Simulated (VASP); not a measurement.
Set up this calculation in VASP 6.6.1, as the native input.

| Item | Value |
| --- | --- |
| Task | single point |
| Functional | r2SCAN |
| Potentials or basis | VASP PAW PBE potentials, release 64 (Al, N) |
| Cutoff | 520 eV |
| k mesh | 10 × 10 × 10 |
| Occupations | gaussian, width 0.05 eV |
| Spin | no spin polarisation |
| Dipole correction | no |
| Further INCAR settings | ALGO = Normal; EDIFF = 1e-07; NBANDS = 11 |

The system is AlN.

```
Al N
1.0
     0.00000    2.13624    2.13624
     2.13624    0.00000    2.13624
     2.13624    2.13624    0.00000
Al N
1 1
Direct
  0.50000 0.50000 0.50000
  0.00000 0.00000 0.00000
```

This cell differs from its parent crystal: strain +0.050 along x and y, +0.050 along z.

One way to write it, as run:

POSCAR

```
AlN
1.0
    0.0000000000      2.1362439000      2.1362439000
    2.1362439000      0.0000000000      2.1362439000
    2.1362439000      2.1362439000      0.0000000000
Al N
1 1
Direct
    0.5000000000      0.5000000000      0.5000000000
    0.0000000000      0.0000000000      0.0000000000
```

INCAR.step1

```
SYSTEM = AlN
PREC = Accurate
ENCUT = 520
ISMEAR = 0
SIGMA = 0.05
LREAL = .False.
LASPH = .True.
NELM = 60
NBANDS = 11
GGA = PE
ALGO = Normal
EDIFF = 1E-4
LWAVE = .True.
LCHARG = .False.
```

INCAR.step2

```
SYSTEM = AlN
PREC = Accurate
ENCUT = 520
EDIFF = 1E-7
ISMEAR = 0
SIGMA = 0.05
LREAL = .False.
LASPH = .True.
NELM = 60
ALGO = Normal
ISIF = 2
LWAVE = .False.
LCHARG = .False.
METAGGA = R2SCAN
LMIXTAU = .True.
NBANDS = 11
ISTART = 1
```

KPOINTS

```
regular mesh
0
Gamma
  10 10 10
  0 0 0
```

Potentials or basis: VASP PAW PBE potentials, release 64 (Al, N).

Launch:

```console
$ cat potpaw_PBE.64/Al/POTCAR potpaw_PBE.64/N/POTCAR > POTCAR
$ cp INCAR.step1 INCAR
$ mpirun -np 1 vasp_std > vasp.out
$ cp INCAR.step2 INCAR
$ mpirun -np 1 vasp_std > vasp.out
```

It gave:

* Pressure: -34.1 GPa
* Band gap on the k mesh: 3.91 eV, indirect (least direct gap 4.23 eV)

Caveat: the cell differs from its parent crystal (strain +0.050 along x and y, +0.050 along z); the PAW data sets were made with another functional, which shifts forces and pressure a little.

Wall time 15 s on 1 thread of Intel(R) Xeon(R) 6975P-C (Granite Rapids), on a shared host, peak memory 0.14 GiB.
